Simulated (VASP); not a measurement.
Set up this calculation in VASP 6.6.1, as the native input.

* Task: single point
* Functional: PBE
* Potentials or basis: VASP PAW PBE potentials, release 64 (Li_sv, O)
* Cutoff: 520 eV
* k mesh: 15 × 15 × 15
* Occupations: fermi-dirac, width 0.0612256 eV
* Spin: no spin polarisation
* Dipole correction: no
* Further INCAR settings: ALGO = Normal; EDIFF = 1e-07; NBANDS = 18

The structure of LiO3 (ReO3 type) lies in POSCAR:

```
LiO3
1.0
    3.5847582681      0.0000000000      0.0000000000
    0.0000000000      3.5847582681      0.0000000000
    0.0000000000      0.0000000000      3.5847582681
Li O
1 3
Direct
    0.0000000000      0.0000000000      0.0000000000
    0.5000000000      0.0000000000      0.0000000000
    0.0000000000      0.5000000000      0.0000000000
    0.0000000000      0.0000000000      0.5000000000
```

These files were run (other wordings do the same):

INCAR

```
SYSTEM = LiO3
ALGO = Normal
EDIFF = 1E-7
ENCUT = 520
GGA = PE
ISIF = 2
ISMEAR = -1
LASPH = .TRUE.
LCHARG = .FALSE.
LREAL = .FALSE.
LWAVE = .FALSE.
NBANDS = 18
NELM = 80
PREC = Accurate
SIGMA = 0.06122561905347299
```

KPOINTS

```
k-points
0
G
  15 15 15
  0 0 0
```

Potentials or basis: VASP PAW PBE potentials, release 64 (Li_sv, O).

Launch:

```sh
$ cat potpaw_PBE.64/Li_sv/POTCAR potpaw_PBE.64/O/POTCAR > POTCAR
$ mpirun -np 1 vasp_std > vasp.out
```

Results of the run:

- Band gap on the k mesh: zero (an odd number of electrons rules out a gap without spin polarisation)

Caveat: an odd number of electrons without spin polarisation forces a metal; a magnetic or distorted state may lie lower.

It took 110 s on 1 thread of Intel Xeon 8259CL, with other jobs on the host, peak memory 0.2 GiB.
